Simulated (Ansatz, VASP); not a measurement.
# Two plane-wave programs on Sb

```
Sb
1.0
     2.17051    1.25314    3.86943
    -2.17051    1.25314    3.86943
     0.00000   -2.50628    3.86943
Sb
2
Direct
  0.23140 0.23140 0.23140
  0.76860 0.76860 0.76860
```

Alike in both runs: functional r2SCAN; k mesh 12 × 12 × 12; occupations gaussian, width 0.1 eV; no spin polarisation.

Ansatz relaxed the structure, and its values are those at the end. VASP's run is a single point on that final structure, the one shown.

|  | VASP | Ansatz |
| --- | --- | --- |
| version | VASP 6.6.1 | Ansatz 0.2.0 |
| potentials or method | VASP PAW PBE potentials, release 64 (Sb), cutoff 520 eV | scalar-relativistic, plane waves, PAW |
| valence electrons in the cell | 10 | 30 |

VASP gave:

```
gap on the k mesh at the Fermi level (eV) : none
pressure (GPa)                            : 0.1
rms of the force components (eV/Å)        : 0.031
```

Q: Estimate Ansatz's values.

A: gap on the k mesh at the Fermi level (eV): none; pressure (GPa): 0.0; rms of the force components (eV/Å): 0.000.

VASP's potentials were made for PBE, not for r2SCAN. A gap of «none» marks a metal or a gap that the smearing closes. The functional is the same, so the differences come from potentials, cutoffs and numerics. VASP's potentials hold 10 valence electrons a cell and Ansatz's 30, so a difference there can come from the potentials and not from the codes.

Neither program's run includes spin-orbit coupling.
